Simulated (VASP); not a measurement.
# Zr (Fm-3m) in VASP: single point with PBE

Aim: the single point of Zr with PBE.

All numbers are computed with VASP 6.6.1; they aren't measurements. Logs are shortened: lines on timing, memory, paths and dates and some standing lists are left out, and cuts for length are marked.

**1. The cell of the first run**

It takes space group Fm-3m (No. 225, cubic). Conventional cell: a = 4.221 Å, b = 4.221 Å, c = 4.221 Å, α = 90.00°, β = 90.00°, γ = 90.00°. Zr (site symmetry m-3m) has 12 Zr at 2.99 Å within 3.9 Å.

This isn't the form of Zr at room conditions, which is hcp.

**2. Single point, PBE**

Contents of INCAR:

```
SYSTEM = Zr
PREC = Accurate
ENCUT = 500
EDIFF = 1E-6
ISMEAR = 0
SIGMA = 0.0108
LREAL = .FALSE.
LASPH = .TRUE.
NELM = 120
ALGO = Normal
ISIF = 2
LWAVE = .FALSE.
LCHARG = .FALSE.
GGA = PE
NBANDS = 12
GGA_COMPAT = .FALSE.
```

Contents of KPOINTS:

```
regular mesh
0
G
  14 14 14
  0 0 0
```

Contents of POSCAR:

```
Zr
1.0
    0.0000000000      2.1107310000      2.1107310000
    2.1107310000      0.0000000000      2.1107310000
    2.1107310000      2.1107310000      0.0000000000
Zr
1
Direct
    0.0000000000      0.0000000000      0.0000000000
```

Potentials or basis: VASP PAW PBE potentials, release 64 (Zr_sv).

The run is started by

```sh
$ cat potpaw_PBE.64/Zr_sv/POTCAR > POTCAR
$ mpirun -np 1 vasp_std > vasp.out
```

OUTCAR:

```text
SYSTEM = Zr
   PREC = Accurate
   ENCUT = 500
   EDIFF = 1E-6
   ISMEAR = 0
   LREAL = .FALSE.
   LASPH = .TRUE.
   NELM = 120
   ISIF = 2
   GGA = PE

 ion  position               nearest neighbor table
   1  0.000  0.000  0.000-

  LATTYP: Found a face centered cubic cell.
 ALAT       =     4.2214620000

  Lattice vectors:

 A1 = (   0.0000000000,   2.1107310000,   2.1107310000)
 A2 = (   2.1107310000,   0.0000000000,   2.1107310000)
 A3 = (   2.1107310000,   2.1107310000,   0.0000000000)

Analysis of symmetry for initial positions (statically):
=====================================================================
 Subroutine PRICEL returns:
 Original cell was already a primitive cell.

 Routine SETGRP: Setting up the symmetry group for a
 face centered cubic supercell.

 Subroutine GETGRP returns: Found 48 space group operations
 (whereof 48 operations were pure point group operations)
 out of a pool of 48 trial point group operations.

The static configuration has the point symmetry O_h .

Analysis of symmetry for dynamics (positions and initial velocities):
=====================================================================
 Subroutine PRICEL returns:
 Original cell was already a primitive cell.

 Routine SETGRP: Setting up the symmetry group for a
 face centered cubic supercell.

 Subroutine GETGRP returns: Found 48 space group operations
 (whereof 48 operations were pure point group operations)
 out of a pool of 48 trial point group operations.

The dynamic configuration has the point symmetry O_h .

 Subroutine INISYM returns: Found 48 space group operations
 (whereof 48 operations are pure point group operations),
 and found     1 'primitive' translations

----------------------------------------------------------------------------------------

                                     Primitive cell

  volume of cell :      18.8074

  direct lattice vectors                    reciprocal lattice vectors
     0.000000000  2.110731000  2.110731000    -0.236884757  0.236884757  0.236884757
     2.110731000  0.000000000  2.110731000     0.236884757 -0.236884757  0.236884757
     2.110731000  2.110731000  0.000000000     0.236884757  0.236884757 -0.236884757

  length of vectors
     2.985024407  2.985024407  2.985024407     0.410296435  0.410296435  0.410296435

  position of ions in fractional coordinates (direct lattice)
     0.000000000  0.000000000  0.000000000

  ion indices of the primitive-cell ions
   primitive index   ion index
                 1           1

----------------------------------------------------------------------------------------

 KPOINTS: regular mesh

Automatic generation of k-mesh.
 Grid dimensions read from file:
 generate k-points for:   14   14   14

 Generating k-lattice:

  Cartesian coordinates                     Fractional coordinates (reciprocal lattice)
    -0.016920340  0.016920340  0.016920340     0.071428571  0.000000000  0.000000000
     0.016920340 -0.016920340  0.016920340     0.000000000  0.071428571  0.000000000
     0.016920340  0.016920340 -0.016920340     0.000000000  0.000000000  0.071428571

  Length of vectors
     0.029306888  0.029306888  0.029306888

  Shift w.r.t. Gamma in fractional coordinates (k-lattice)
     0.000000000  0.000000000  0.000000000

 Subroutine IBZKPT returns following result:
 ===========================================

 Found    104 irreducible k-points:

 Following reciprocal coordinates:
            Coordinates               Weight
  0.000000  0.000000  0.000000      1.000000
  0.071429  0.000000  0.000000      8.000000
  0.142857  0.000000  0.000000      8.000000
  0.214286  0.000000  0.000000      8.000000
  0.285714  0.000000  0.000000      8.000000
  0.357143  0.000000  0.000000      8.000000
[... 16 lines left out ...]
  0.214286  0.142857  0.000000     24.000000
  0.285714  0.142857  0.000000     24.000000
 [... further k-points ...]
   k-points           NKPTS =    104   k-points in BZ     NKDIM =    104   number of bands    NBANDS=     12
   number of dos      NEDOS =    301   number of ions     NIONS =      1
   total plane-waves  NPLWV =  13824
   dimension x,y,z NGX =    24 NGY =   24 NGZ =   24
   dimension x,y,z NGXF=    48 NGYF=   48 NGZF=   48
   ions per type =               1
   NGX,Y,Z   is equivalent  to a cutoff of  13.37, 13.37, 13.37 a.u.
   NGXF,Y,Z  is equivalent  to a cutoff of  26.73, 26.73, 26.73 a.u.
 SYSTEM =  Zr
   PREC   = accura    normal or accurate (medium, high low for compatibility)
   ISTART =      0    job   : 0-new  1-cont  2-samecut
   ICHARG =      2    charge: 1-file 2-atom 10-const
   ISPIN  =      1    spin polarized calculation?
   LNONCOLLINEAR =      F non collinear calculations
   LSORBIT =      F    spin-orbit coupling
   LASPH  =      T    aspherical Exc in radial PAW
   ENCUT  =  500.0 eV  36.75 Ry    6.06 a.u.   5.44  5.44  5.44*2*pi/ulx,y,z
   NELM   =    120;   NELMIN=  2; NELMDL= -5     # of ELM steps
   EDIFF  = 0.1E-05   stopping-criterion for ELM
   LREAL  =      F    real-space projection
   EDIFFG = 0.1E-04   stopping-criterion for IOM
   NSW    =      0    number of steps for IOM
   IBRION =     -1    ionic relax: 0-MD 1-quasi-New 2-CG
   NFREE  =      0    steps in history (QN), initial steepest desc. (CG)
   ISIF   =      2    stress and relaxation
   ISYM   =      2    0-nonsym 1-usesym 2-fastsym
   POTIM  = 0.5000    time-step for ionic-motion
   TEBEG  =    0.0;   TEEND  =   0.0 temperature during run
   PSTRESS=    0.0 pullay stress
   NELECT =      12.0000    total number of electrons
   NUPDOWN=      -1.0000    fix difference up-down
   EMIN   =  10.00;   EMAX   =-10.00  energy-range for DOS
   EFERMI =   0.00;   METHOD = LEGACY
   ISMEAR =     0;   SIGMA  =   0.01  broadening in eV -4-tet -1-fermi 0-gaus
   EFERMI_NEDOS =   21; number of points for ismear=-14 and -15
   IALGO  =     38    algorithm
   IMIX   =      4    mixing-type and parameters
     AMIX     =   0.40;   BMIX     =  1.00
     AMIX_MAG =   1.60;   BMIX_MAG =  1.00
  volume/ion in A,a.u.               =      18.81       126.92
  Fermi-wavevector in a.u.,A,eV,Ry     =   1.409372  2.663327 27.025659  1.986330
  Thomas-Fermi vector in A             =   2.531435
   LORBIT       =      0    0 simple, 1 ext, 2 COOP (PROOUT), +10 PAW based schemes
   GGA     = PE    functional components
   LHFCALC =     F    Hartree Fock is set to
   AEXX    =    0.0000 exact exchange contribution
   IVDW    =     0    specifies the selected vdW correction
   LEPSILON=     F    determine dielectric tensor
   LRPA    =     F    only Hartree local field effects (RPA)
 non-spin polarized calculation
 Gauss-broadening in eV      SIGMA  =   0.01
  energy-cutoff  :      500.00
  volume of cell :       18.81
 maximum number of plane-waves:       531
 NGX is ok and might be reduce to    24
   NGX = 11   NGY = 11   NGZ = 11

 number of electron      12.0000000 magnetization

 Free energy of the ion-electron system (eV)
  ---------------------------------------------------
  ext. energy  EPLUGINS =         0.00000000
  ---------------------------------------------------
  free energy    TOTEN  =        -8.16514170 eV

  energy without entropy =       -8.16499224  energy(sigma->0) =       -8.16506697

 E-fermi :  11.5221     XC(G=0): -12.0920

 val. band max:       11.4893470189   @ k =   0.2143   0.0000   0.0000
 cond. band min:      11.5235595922   @ k =   0.4286   0.1429   0.0714
 fundamental gap:      0.0342125733
 Fermi energy:        11.5220816517

 k-point     1 :       0.0000    0.0000    0.0000
  band No.  band energies     occupation
      1     -36.9426      2.00000
      2     -14.0216      2.00000
      3     -14.0216      2.00000
      4     -14.0216      2.00000
      5       5.6890      2.00000
      6      12.4661      0.00000
      7      12.4661      0.00000
      8      12.4661      0.00000
      9      15.6336      0.00000
     10      15.6336      0.00000
     11      22.3585      0.00000
     12      27.4032      0.00000

 k-point     2 :       0.0714    0.0000    0.0000
  band No.  band energies     occupation
      1     -36.9267      2.00000
      2     -14.1229      2.00000
      3     -14.0332      2.00000
      4     -14.0332      2.00000
      5       5.9011      2.00000
      6      12.2688      0.00000
      7      12.5651      0.00000
      8      12.5651      0.00000
      9      15.5191      0.00000
     10      15.5191      0.00000
     11      22.8180      0.00000
     12      26.6316      0.00000

 k-point     3 :       0.1429    0.0000    0.0000
  band No.  band energies     occupation
      1     -36.8820      2.00000
      2     -14.4002      2.00000
      3     -14.0659      2.00000
      4     -14.0659      2.00000
      5       6.4802      2.00000
      6      11.8317      0.00000
      7      12.7923      0.00000
      8      12.7923      0.00000
      9      15.3122      0.00000
     10      15.3122      0.00000
     11      23.8388      0.00000
     12      25.5318      0.00000
[... 286 lines left out ...]
 k-point    23 :       0.2143    0.1429    0.0000
  band No.  band energies     occupation
      1     -36.8130      2.00000
      2     -14.6381      2.00000
      3     -14.2092      2.00000
      4     -14.1946      2.00000
      5       7.3404      2.00000
      6      10.9106      2.00000
      7      13.1573      0.00000
      8      13.4795      0.00000
      9      14.1125      0.00000
     10      16.1945      0.00000
     11      25.5981      0.00000
     12      26.2509      0.00000

 k-point    24 :       0.2857    0.1429    0.0000
  band No.  band energies     occupation
      1     -36.7488      2.00000
      2     -14.9743      2.00000
      3     -14.2681      2.00000
      4     -14.2512      2.00000
      5       8.0388      2.00000
      6      10.6661      2.00000
      7      12.5604      0.00000
      8      13.5874      0.00000
      9      14.9504      0.00000
     10      16.6076      0.00000
     11      24.8144      0.00000
     12      27.5784      0.00000

 [... further k-points ...]

------------------------ aborting loop because EDIFF is reached ----------------------------------------

  FORCE on cell =-STRESS in cart. coord.  units (eV):
  Direction    XX          YY          ZZ          XY          YZ          ZX
  --------------------------------------------------------------------------------------
  -------------------------------------------------------------------------------------
  Total        3.1150956      3.1150956      3.1150956      0.0000000     -0.0000000      0.0000000
  in kB      265.3708988    265.3708988    265.3708988      0.0000000     -0.0000000      0.0000000
  external PRESSURE =     265.3708988 kB  Pullay stress =       0.0000000 kB

 VOLUME and BASIS-vectors are now :
 -----------------------------------------------------------------------------
  energy-cutoff  :      500.00
  volume of cell :       18.81
      direct lattice vectors                 reciprocal lattice vectors
     0.000000000  2.110731000  2.110731000    -0.236884757  0.236884757  0.236884757
     2.110731000  0.000000000  2.110731000     0.236884757 -0.236884757  0.236884757
     2.110731000  2.110731000  0.000000000     0.236884757  0.236884757 -0.236884757

 POSITION                                       TOTAL-FORCE (eV/Angst)
 -----------------------------------------------------------------------------------
      0.00000      0.00000      0.00000         0.000000      0.000000      0.000000
 -----------------------------------------------------------------------------------
    total drift:                                0.000000      0.000000     -0.000000

  FREE ENERGIE OF THE ION-ELECTRON SYSTEM (eV)
  ---------------------------------------------------
  free  energy   TOTEN  =        -8.1651416983 eV

  energy  without entropy=       -8.1649922383  energy(sigma->0) =       -8.16506697
```

Run time: 22 s. Hardware: 1 thread of Intel Xeon 8259CL, shared host; peak memory 0.15 GiB.

What came out:

```yaml
Free_energy: -8.1651 eV
Pressure: 26.5 GPa
Band_gap_on_the_k_mesh: zero (bands 6 and 7 overlap by 1.71 eV)
```

Caveat: the cell stands under pressure.
